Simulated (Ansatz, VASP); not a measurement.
Two plane-wave programs on MoS2

INCAR

```
SYSTEM = MoS2
  PREC = Accurate
  ENCUT = 500
  EDIFF = 1E-6
  ISMEAR = 0
  SIGMA = 0.05
  LREAL = .False.
  LASPH = .True.
  NELM = 120
  ALGO = Normal
  ISIF = 2
  LWAVE = .False.
  LCHARG = .True.
  GGA = PE
  IVDW = 12
  LELF = .True.
  LVHAR = .True.
  NBANDS = 20
  GGA_COMPAT = .False.
```

KPOINTS

```
regular mesh
0
Gamma
  12 12 4
  0 0 0
```

File POSCAR:

```
MoS2
1.0
    3.0953451714      0.0000000000      0.0000000000
   -1.5476725857      2.6806475519      0.0000000000
    0.0000000000      0.0000000000      6.8790951089
Mo S
1 2
Direct
    0.0000000000      0.0000000000      0.0000000000
    0.3333333333      0.6666666667      0.2107069157
    0.3333333333      0.6666666667      0.7892930843
```

Input for Ansatz:

```yaml
crystal:
  lattice:
    - [3.0953451714, 0.0, 0.0]
    - [-1.5476725857, 2.6806475519, 0.0]
    - [0.0, 0.0, 6.8790951089]
  atoms:
    - { symbol: Mo, position: [0.0, 0.0, 0.0] }
    - { symbol: S, position: [0.3333333333, 0.6666666667, 0.2107069157] }
    - { symbol: S, position: [0.3333333333, 0.6666666667, 0.7892930843] }
basis:
  ecutwfc: 420
kpoints:
  mp_grid: { grid: [12, 12, 4] }
hamiltonian:
  xc: pbe
  dispersion: d3bj
scf:
  occupations: { method: gaussian, width: 0.05 }
output:
  forces: true
  stress: true
  eigenvalues: true
  write_density: true
  write_potential: true
  elf: true
  volumetric_format: npy
```

Alike in both runs: task single point; functional PBE; dispersion D3(BJ); k mesh 12 × 12 × 4; occupations gaussian, width 0.05 eV; no spin polarisation.

```csv
,VASP,Ansatz
version,VASP 6.6.1,Ansatz 0.2.0
potentials or method,"VASP PAW PBE potentials, release 64 (Mo_sv, S), cutoff 500 eV","scalar-relativistic, plane waves, PAW"
valence electrons in the cell,26,26
```

```tsv
	VASP	Ansatz	Ansatz less VASP
gap on the k mesh at the Fermi level (eV)	0.95	0.93	-0.019
least direct gap on the mesh (eV)	1.71	1.70	-0.005
pressure (GPa)	17.9	18.1	+0.23
traceless stress, the component that is largest in VASP (GPa)	6.39	6.47	+0.078
rms of the force components (eV/Å)	1.512	1.526	+0.0140
```

Atom by atom the forces differ by 0.014 eV/Å (rms over components).
